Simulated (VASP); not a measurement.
Set up this calculation in VASP 6.6.1, as the native input.

```yaml
Task: single point
Functional: PBE
Potentials_or_basis: VASP PAW PBE potentials, release 64 (Bi_d, Te)
Cutoff: 520 eV
k_mesh: 6 × 6 × 8
Occupations: gaussian, width 0.1 eV
Spin: no spin polarisation
Dipole_correction: no
Further_INCAR_settings: ALGO = Fast; EDIFF = 1e-06; NBANDS = 45
```

The structure of Bi2Te lies in POSCAR:

```
Bi2Te
1.0
    6.4782719701      0.0000000000      0.0000000000
    0.0000000000      6.4782719701      0.0000000000
    0.0000000000      0.0000000000      5.7842818011
Bi Te
4 2
Direct
    0.2300845143      0.2300845143      0.5000000000
    0.7699154857      0.7699154857      0.5000000000
    0.2699154857      0.7300845143      0.5000000000
    0.7300845143      0.2699154857      0.5000000000
    0.0000000000      0.5000000000      0.8880792964
    0.5000000000      0.0000000000      0.1119207036
```

The cell was generated, and may not be a known phase.

One way to write it, as run:

INCAR

```
SYSTEM = Bi2Te
PREC = Accurate
ENCUT = 520
EDIFF = 1E-6
ISMEAR = 0
SIGMA = 0.1
LREAL = .FALSE.
LASPH = .TRUE.
NELM = 100
ALGO = Fast
ISIF = 2
LWAVE = .FALSE.
LCHARG = .TRUE.
GGA = PE
LELF = .TRUE.
LVHAR = .TRUE.
NBANDS = 45
```

KPOINTS

```
regular mesh
0
G
  6 6 8
  0 0 0
```

Potentials or basis: VASP PAW PBE potentials, release 64 (Bi_d, Te).

Run with:

```console
$ cat potpaw_PBE.64/Bi_d/POTCAR potpaw_PBE.64/Te/POTCAR > POTCAR
$ mpirun -np 1 vasp_std > vasp.out
```

It gave:

```json
{"Pressure": "0.0 GPa", "Largest force": "0.004 eV/Å", "Band gap on the k mesh": "zero (bands 36 and 37 overlap by 0.29 eV)"}
```

Caveat: spin-orbit coupling is left out, which moves the levels of the heavy elements.

Run time: 10 min on 1 thread of Intel(R) Xeon(R) Platinum 8259CL CPU @ 2.50GHz (Skylake/Cascade Lake), on a shared host, peak memory 0.6 GiB.
